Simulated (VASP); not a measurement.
# MgO (Fm-3m) in VASP: G0W0 quasiparticle levels with PBE

Aim: the G0W0 quasiparticle levels of MgO with PBE.

Program: VASP 6.6.1. These are calculated values, not measurements. Logs are shortened: lines on timing, memory, paths and dates and some standing lists are left out, and cuts for length are marked.

## (1) The cell of the first run

Symmetry: Fm-3m, No. 225, cubic system. The conventional cell has a = 4.078 Å, b = 4.078 Å, c = 4.078 Å, α = 90.00°, β = 90.00°, γ = 90.00°. Mg (site symmetry m-3m) has 6 O at 2.04 Å within 2.7 Å. Within 2.7 Å of O (site symmetry m-3m) lie 6 Mg at 2.04 Å.

## (2) G0W0 quasiparticle levels, PBE

File POSCAR:

```
MgO
1.0
    0.0000000000      2.0391023930      2.0391023930
    2.0391023930      0.0000000000      2.0391023930
    2.0391023930      2.0391023930      0.0000000000
Mg O
1 1
Direct
    0.0000000000      0.0000000000      0.0000000000
    0.5000000000      0.5000000000      0.5000000000
```

File INCAR.step1:

```
SYSTEM = MgO
PREC     = Accurate       ! precision mode
ENCUT    = 500            ! plane-wave cutoff, eV
EDIFF    = 1E-8           ! SCF threshold, eV
ISMEAR   = 0              ! smearing method
SIGMA    = 0.01           ! smearing width, eV
LREAL    = .False.        ! projectors in reciprocal space
LASPH    = .True.         ! aspherical terms in the spheres
NELM     = 100            ! most SCF steps
ALGO     = Normal         ! electronic algorithm
LWAVE    = .True.         ! write WAVECAR
LCHARG   = .False.        ! write CHGCAR
GGA      = PE             ! functional
```

File INCAR.step2:

```
SYSTEM = MgO
PREC     = Accurate       ! precision mode
ENCUT    = 500            ! plane-wave cutoff, eV
EDIFF    = 1E-8           ! SCF threshold, eV
ISMEAR   = 0              ! smearing method
SIGMA    = 0.01           ! smearing width, eV
LREAL    = .False.        ! projectors in reciprocal space
LASPH    = .True.         ! aspherical terms in the spheres
NELM     = 1              ! most SCF steps
ALGO     = Exact          ! electronic algorithm
LWAVE    = .True.         ! write WAVECAR
LCHARG   = .False.        ! write CHGCAR
GGA      = PE             ! functional
NBANDS   = 74             ! bands
LOPTICS  = .True.         ! frequency-dependent dielectric function
ISTART   = 1
```

File INCAR.step3:

```
SYSTEM = MgO
PREC     = Accurate       ! precision mode
ENCUT    = 500            ! plane-wave cutoff, eV
EDIFF    = 1E-8           ! SCF threshold, eV
ISMEAR   = 0              ! smearing method
SIGMA    = 0.01           ! smearing width, eV
LREAL    = .False.        ! projectors in reciprocal space
LASPH    = .True.         ! aspherical terms in the spheres
ALGO     = EVGW0          ! electronic algorithm
LWAVE    = .False.        ! write WAVECAR
LCHARG   = .False.        ! write CHGCAR
GGA      = PE             ! functional
NELMGW   = 1            
NBANDS   = 74             ! bands
ENCUTGW  = 150.0          ! cutoff of the response function
NOMEGA   = 96             ! frequency points
PRECFOCK = Fast         
ISTART   = 1            
NBANDSGW = 12           
OMEGAMAX = 20
```

File KPOINTS:

```
regular mesh
0
Gamma
  6 6 6
  0 0 0
```

Potentials or basis: VASP PAW PBE potentials, release 64 (Mg_GW, O_GW).

Command:

```bash
$ cat potpaw_PBE.64/Mg_GW/POTCAR potpaw_PBE.64/O_GW/POTCAR > POTCAR
$ cp INCAR.step1 INCAR
$ mpirun -np 1 vasp_std > vasp.out
$ cp INCAR.step2 INCAR
$ mpirun -np 1 vasp_std > vasp.out
$ cp INCAR.step3 INCAR
$ mpirun -np 1 vasp_std > vasp.out
```

OUTCAR:

```text
SYSTEM = MgO
   PREC = Accurate
   ENCUT = 500
   EDIFF = 1E-8
   ISMEAR = 0
   LREAL = .False.
   LASPH = .True.
   GGA = PE
   NELMGW = 1
   ENCUTGW = 150.0
   PRECFOCK = Fast
   ISTART = 1

 ion  position               nearest neighbor table
   1  0.000  0.000  0.000-   2 2.04   2 2.04   2 2.04   2 2.04   2 2.04   2 2.04
   2  0.500  0.500  0.500-   1 2.04   1 2.04   1 2.04   1 2.04   1 2.04   1 2.04

  LATTYP: Found a face centered cubic cell.
 ALAT       =     4.0782047860

  Lattice vectors:

 A1 = (   0.0000000000,   2.0391023930,   2.0391023930)
 A2 = (   2.0391023930,   0.0000000000,   2.0391023930)
 A3 = (   2.0391023930,   2.0391023930,   0.0000000000)

Analysis of symmetry for initial positions (statically):
=====================================================================
 Subroutine PRICEL returns:
 Original cell was already a primitive cell.

 Routine SETGRP: Setting up the symmetry group for a
 face centered cubic supercell.

 Subroutine GETGRP returns: Found 48 space group operations
 (whereof 48 operations were pure point group operations)
 out of a pool of 48 trial point group operations.

The static configuration has the point symmetry O_h .

Analysis of symmetry for dynamics (positions and initial velocities):
=====================================================================
 Subroutine PRICEL returns:
 Original cell was already a primitive cell.

 Routine SETGRP: Setting up the symmetry group for a
 face centered cubic supercell.

 Subroutine GETGRP returns: Found 48 space group operations
 (whereof 48 operations were pure point group operations)
 out of a pool of 48 trial point group operations.

The dynamic configuration has the point symmetry O_h .

 Subroutine INISYM returns: Found 48 space group operations
 (whereof 48 operations are pure point group operations),
 and found     1 'primitive' translations

----------------------------------------------------------------------------------------

                                     Primitive cell

  volume of cell :      16.9569

  direct lattice vectors                    reciprocal lattice vectors
     0.000000000  2.039102393  2.039102393    -0.245205931  0.245205931  0.245205931
     2.039102393  0.000000000  2.039102393     0.245205931 -0.245205931  0.245205931
     2.039102393  2.039102393  0.000000000     0.245205931  0.245205931 -0.245205931

  length of vectors
     2.883726259  2.883726259  2.883726259     0.424709130  0.424709130  0.424709130

  position of ions in fractional coordinates (direct lattice)
     0.000000000  0.000000000  0.000000000
     0.500000000  0.500000000  0.500000000

  ion indices of the primitive-cell ions
   primitive index   ion index
                 1           1
                 2           2

----------------------------------------------------------------------------------------

 KPOINTS: regular mesh

Automatic generation of k-mesh.
 Grid dimensions read from file:
 generate k-points for:    6    6    6

 Generating k-lattice:

  Cartesian coordinates                     Fractional coordinates (reciprocal lattice)
    -0.040867655  0.040867655  0.040867655     0.166666667  0.000000000  0.000000000
     0.040867655 -0.040867655  0.040867655     0.000000000  0.166666667  0.000000000
     0.040867655  0.040867655 -0.040867655     0.000000000  0.000000000  0.166666667

  Length of vectors
     0.070784855  0.070784855  0.070784855

  Shift w.r.t. Gamma in fractional coordinates (k-lattice)
     0.000000000  0.000000000  0.000000000

 Subroutine IBZKPT returns following result:
 ===========================================

 Found     16 irreducible k-points:

 Following reciprocal coordinates:
            Coordinates               Weight
  0.000000  0.000000  0.000000      1.000000
  0.166667  0.000000  0.000000      8.000000
  0.333333  0.000000  0.000000      8.000000
  0.500000  0.000000  0.000000      4.000000
  0.166667  0.166667  0.000000      6.000000
  0.333333  0.166667  0.000000     24.000000
[... 8 lines left out ...]
 -0.333333  0.333333  0.166667     24.000000
 -0.333333  0.500000  0.166667     12.000000
   k-points           NKPTS =     16   k-points in BZ     NKDIM =    216   number of bands    NBANDS=     74
   number of dos      NEDOS =    301   number of ions     NIONS =      2
   total plane-waves  NPLWV =  13824
   dimension x,y,z NGX =    24 NGY =   24 NGZ =   24
   dimension x,y,z NGXF=    48 NGYF=   48 NGZF=   48
   ions per type =               1   1
   NGX,Y,Z   is equivalent  to a cutoff of  13.84, 13.84, 13.84 a.u.
   NGXF,Y,Z  is equivalent  to a cutoff of  27.67, 27.67, 27.67 a.u.
 SYSTEM =  MgO
   PREC   = accura    normal or accurate (medium, high low for compatibility)
   ISTART =      1    job   : 0-new  1-cont  2-samecut
   ICHARG =      0    charge: 1-file 2-atom 10-const
   ISPIN  =      1    spin polarized calculation?
   LNONCOLLINEAR =      F non collinear calculations
   LSORBIT =      F    spin-orbit coupling
   LASPH  =      T    aspherical Exc in radial PAW
   ENCUT  =  500.0 eV  36.75 Ry    6.06 a.u.   5.26  5.26  5.26*2*pi/ulx,y,z
   NELM   =     60;   NELMIN=  2; NELMDL=  0     # of ELM steps
   EDIFF  = 0.1E-07   stopping-criterion for ELM
   LREAL  =      F    real-space projection
   EDIFFG = 0.1E-06   stopping-criterion for IOM
   NSW    =      0    number of steps for IOM
   IBRION =     -1    ionic relax: 0-MD 1-quasi-New 2-CG
   NFREE  =      0    steps in history (QN), initial steepest desc. (CG)
   ISIF   =      0    stress and relaxation
   ISYM   =      3    0-nonsym 1-usesym 2-fastsym
   POTIM  = 0.5000    time-step for ionic-motion
   TEBEG  =    0.0;   TEEND  =   0.0 temperature during run
   PSTRESS=    0.0 pullay stress
   NELECT =       8.0000    total number of electrons
   NUPDOWN=      -1.0000    fix difference up-down
   EMIN   =  10.00;   EMAX   =-10.00  energy-range for DOS
   EFERMI =   0.00;   METHOD = LEGACY
   ISMEAR =     0;   SIGMA  =   0.01  broadening in eV -4-tet -1-fermi 0-gaus
   EFERMI_NEDOS =   21; number of points for ismear=-14 and -15
   IALGO  =     38    algorithm
   IMIX   =      4    mixing-type and parameters
     AMIX     =   0.40;   BMIX     =  1.00
     AMIX_MAG =   1.60;   BMIX_MAG =  1.00
  volume/ion in A,a.u.               =       8.48        57.22
  Fermi-wavevector in a.u.,A,eV,Ry     =   1.274449  2.408359 22.098858  1.624220
  Thomas-Fermi vector in A             =   2.407216
   LORBIT       =      0    0 simple, 1 ext, 2 COOP (PROOUT), +10 PAW based schemes
   GGA     = PE    functional components
   LHFCALC =     T    Hartree Fock is set to
   PRECFOCK=fast      Normal, Fast or Accurate (Low or Medium for compatibility)
   ENCUT4O =  -1.0   cutoff for four orbital integrals eV
   NKREDX  =     1    reduce k-point grid by
   NKREDY  =     1    reduce k-point grid by
   NKREDZ  =     1    reduce k-point grid by
   AEXX    =    1.0000 exact exchange contribution
   HFSCREEN=    0.0000 screening length (either q_TF or 0.3 A-1)
   HFSCREENC=   0.0000 screening length for correlation (either q_TF or 0.3 A-1)
   ENCUTFOCK=  -1.0 apply spherical cutoff to Coloumb kernel
   IVDW    =     0    specifies the selected vdW correction
   LEPSILON=     F    determine dielectric tensor
   LRPA    =     F    only Hartree local field effects (RPA)
   LRPAFORCE           =     F    calculate RPA forces
   ENCUTGW             = 150.0    cutoff for response function in eV
   ENCUTGWSOFT         = 120.0    soft cutoff for Coulomb kernel in GW response function in eV
   ENCUTLF             =  -1.0    cutoff for local field effects
   NELMGW              =     1    number of iterations in solving QP/BSE equation
   NELMHF              =     1    number of iterations in the inner HF iteration
   NKREDLFX            =     1    NKREDLFY  =   1   NKREDLFZ  =   1
 non-spin polarized calculation
 Gauss-broadening in eV      SIGMA  =   0.01
  energy-cutoff  :      500.00
  volume of cell :       16.96
 maximum number of plane-waves:       444
 NGX is ok and might be reduce to    24
  NGX = 14; NGY = 14; NGZ = 14
   NGX = 11   NGY = 11   NGZ = 11
 maximum number of plane-waves:        76
 NGX is ok and might be reduce to    14

 QP shifts <psi_nk| G(iteration)W_0 |psi_nk>: iteration 1
 for sc-GW calculations column KS-energies equals QP-energies in previous step
 and V_xc(KS)=  KS-energies - (<T + V_ion + V_H > + <T+V_H+V_ion>^1  + <V_x>^1)

 k-point   1 :       0.0000    0.0000    0.0000
  band No.  KS-energies  QP-energies   sigma(KS)   V_xc(KS)     V^pw_x(r,r')   Z            occupation Imag(sigma)

      1     -13.8478     -16.1177     -21.4114     -18.0778     -29.9807       0.6809       2.0000       0.9908
      2       3.9496       2.5419     -21.7358     -19.9744     -25.5862       0.7991       2.0000       0.0409
      3       3.9496       2.5419     -21.7358     -19.9744     -25.5862       0.7991       2.0000       0.0409
      4       3.9496       2.5419     -21.7358     -19.9744     -25.5862       0.7991       2.0000       0.0409
      5       9.6772      11.0456     -11.1519     -12.7650      -7.7101       0.8483       0.0000      -0.0380
      6      20.3027      21.6803      -7.7819      -9.4204      -3.3004       0.8407       0.0000      -0.0606
      7      20.3027      21.6803      -7.7819      -9.4204      -3.3004       0.8407       0.0000      -0.0606
      8      20.3027      21.6803      -7.7819      -9.4204      -3.3004       0.8407       0.0000      -0.0606
      9      24.4841      24.9865      -7.6197      -8.2871      -1.8149       0.7527       0.0000      -0.2827
     10      26.3743      28.0612      -8.2058     -10.2331      -3.4591       0.8321       0.0000      -0.1054
     11      26.3743      28.0612      -8.2058     -10.2331      -3.4591       0.8321       0.0000      -0.1054
     12      29.9382      31.5063      -7.7795      -9.7596      -1.9145       0.7919       0.0000      -0.3919

 k-point   2 :       0.1667    0.0000    0.0000
  band No.  KS-energies  QP-energies   sigma(KS)   V_xc(KS)     V^pw_x(r,r')   Z            occupation Imag(sigma)
[... 225 lines left out ...]
      1     -11.9566     -14.2856     -23.1076     -19.9447     -31.5435       0.7363       2.0000       0.9411
      2       0.0192      -1.9681     -18.3829     -15.8390     -22.4923       0.7812       2.0000       0.0599
      3       1.4607      -0.3539     -19.3966     -17.0999     -23.3632       0.7901       2.0000       0.0500
      4       2.1056       0.4043     -20.0748     -17.9255     -24.0439       0.7915       2.0000       0.0478
      5      14.9029      16.3042      -9.5941     -11.2610      -5.5611       0.8406       0.0000      -0.0466
      6      16.5342      18.2441      -9.0352     -11.0596      -4.8964       0.8446       0.0000      -0.0469
      7      17.3206      19.2125     -12.1613     -14.5063      -7.6482       0.8068       0.0000      -0.0651
      8      21.7900      23.4753      -9.3531     -11.4478      -4.2870       0.8046       0.0000      -0.1125
      9      25.5080      27.1594      -9.6805     -11.7865      -3.9968       0.7841       0.0000      -0.2486
     10      29.9288      31.2840      -8.2313      -9.8947      -2.5264       0.8147       0.0000      -0.4981
     11      31.8253      33.8499      -9.0658     -11.4401      -3.7081       0.8527       0.0000      -0.5576
     12      34.0076      36.0703      -9.8315     -12.2527      -3.8990       0.8520       0.0000      -0.7904
```

It took 2.3 min on 1 thread of Intel Xeon Platinum 8488C (Sapphire Rapids), shared host; peak memory 0.31 GiB.

Results:

| Quantity | Value |
| --- | --- |
| Quasiparticle gap | 8.50 eV |
| Least direct quasiparticle gap | 8.50 eV |
| Band gap of the starting levels on the mesh | 5.73 eV |
| Least direct gap of the starting levels on the mesh | 5.73 eV |

Caveat: the k points lie up to 0.44 Å⁻¹ apart; bands, screening cutoff and mesh are small and nothing is extrapolated, so the quasiparticle values aren't converged.
